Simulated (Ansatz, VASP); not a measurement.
## One calculation of K2F, two programs

File INCAR:

```
SYSTEM = K2F
ALGO     = Normal         ! electronic algorithm
EDIFF    = 1E-6           ! SCF threshold, eV
ENCUT    = 520            ! plane-wave cutoff, eV
GGA      = PE             ! functional
ISIF     = 2              ! what is computed and relaxed
ISMEAR   = 0              ! smearing method
LASPH    = .TRUE.         ! aspherical terms in the spheres
LCHARG   = .FALSE.        ! write CHGCAR
LREAL    = .FALSE.        ! projectors in reciprocal space
LWAVE    = .FALSE.        ! write WAVECAR
NBANDS   = 20             ! bands
NELM     = 80             ! most SCF steps
PREC     = Accurate       ! precision mode
SIGMA    = 0.1            ! smearing width, eV
```

The input KPOINTS:

```
k-points
0
G
  6 6 6
  0 0 0
```

Contents of POSCAR:

```
K2F
1.0
    5.3611846440      0.0000000000      0.0000000000
   -2.6805923220      4.6429220962      0.0000000000
    0.0000000000      0.0000000000      3.4080544174
K F
2 1
Direct
    0.3333333333      0.6666666667      0.5000000000
    0.6666666667      0.3333333333      0.5000000000
    0.0000000000      0.0000000000      0.0000000000
```

Input for Ansatz:

```yaml
crystal:
  lattice:
    - [5.361184644, 0.0, 0.0]
    - [-2.680592322, 4.6429220962, 0.0]
    - [0.0, 0.0, 3.4080544174]
  atoms:
    - { symbol: K, position: [0.3333333333, 0.6666666667, 0.5] }
    - { symbol: K, position: [0.6666666667, 0.3333333333, 0.5] }
    - { symbol: F, position: [0.0, 0.0, 0.0] }
basis:
  ecutwfc: 420
kpoints:
  mp_grid: { grid: [6, 6, 6] }
hamiltonian:
  xc: pbe
scf:
  occupations: { method: gaussian, width: 0.1 }
  lower_state_search: "off"
output:
  forces: true
  stress: true
  eigenvalues: true
```

Alike in both runs: task single point; functional PBE; k mesh 6 × 6 × 6; occupations gaussian, width 0.1 eV; no spin polarisation.

```csv
,VASP,Ansatz
version,VASP 6.6.1,Ansatz 0.2.0
potentials or method,"VASP PAW PBE potentials, release 64 (K_sv, F), cutoff 520 eV","scalar-relativistic, plane waves, PAW"
valence electrons in the cell,25,25
```

VASP gave:

```
gap on the k mesh at the Fermi level (eV)                     : none
pressure (GPa)                                                : 3.1
traceless stress, the component that is largest in VASP (GPa) : 3.17
```

What did Ansatz give for the same quantities?

gap on the k mesh at the Fermi level (eV): none; pressure (GPa): 3.2; traceless stress, the component that is largest in VASP (GPa): 3.19.

A gap of «none» marks a metal or a gap that the smearing closes. The functional is the same, so the differences come from potentials, cutoffs and numerics.
